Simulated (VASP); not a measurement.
Runs of VASP 6.6.1 on CaSe. The structure is that of space group F-43m (No. 216), or close to it. The cells are those of the table. 

| level | cell | k mesh | smearing | grid for exact exchange (PRECFOCK) | share of exact exchange | screening parameter | gap on the mesh (eV) | pressure (GPa) |
| --- | --- | --- | --- | --- | --- | --- | --- | --- |
| HSE06 | a = 4.638 Å, angles 60.0°, 2 atoms | 4 × 4 × 4 | gaussian 0.01 eV | Normal | 0.25 | 0.2079 1/Å | (c) | 0.3 |
| r2SCAN | a = 4.661, b = 4.661, c = 4.568 Å, angles 60.7, 60.7, 58.7°, 2 atoms | 6 × 6 × 6 | gaussian 0.01 eV | - | - | - | 3.64 | 0.4 |
| PBE | a = 4.638 Å, angles 60.0°, 2 atoms | 6 × 6 × 6 | fermi-dirac 0.02 eV | - | - | - | 3.21 | 0.6 |
| r2SCAN | a = 4.638 Å, angles 60.0°, 2 atoms | 6 × 6 × 6 | gaussian 0.01 eV | - | - | - | (b) | (a) |

Alike in all rows: task single point; potentials or basis VASP PAW PBE potentials, release 64 (Ca_sv, Se); no spin polarisation; cutoff (eV) 520.

Question: Fill in the values left out.

Answer: (a) 0.2; (b) 3.69; (c) 4.09.

Caveats: the structure was generated, so it needn't be the stable form of CaSe; the PAW data sets were made with another functional, which shifts forces and pressure a little (at least some runs).

A k mesh can miss the band edges, and the runs leave out spin-orbit coupling on Se.
